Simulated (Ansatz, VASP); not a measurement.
## Si2Ge in VASP and in Ansatz

```
CELL_PARAMETERS angstrom
4.53658 0.00000 0.00000
-2.26829 3.92879 0.00000
0.00000 0.00000 2.74691
ATOMIC_POSITIONS crystal
Si 0.33333 0.66667 0.50000
Si 0.66667 0.33333 0.50000
Ge 0.00000 0.00000 0.00000
```

Alike in both runs: functional PBE; k mesh 12 × 12 × 18; occupations gaussian, width 0.1 eV; no spin polarisation.

Ansatz relaxed the structure, and its values are those at the end. VASP's run is a single point on that final structure, the one shown.

|  | VASP | Ansatz |
| --- | --- | --- |
| version | VASP 6.6.1 | Ansatz 0.2.0 |
| potentials or method | VASP PAW PBE potentials, release 64 (Si, Ge_d), cutoff 520 eV | scalar-relativistic, plane waves, PAW |
| valence electrons in the cell | 22 | 22 |

|  | VASP | Ansatz | Ansatz less VASP |
| --- | --- | --- | --- |
| gap on the k mesh at the Fermi level (eV) | none | none | - |
| pressure (GPa) | 0.0 | 0.0 | +0.04 |

A gap of «none» marks a metal or a gap that the smearing closes.
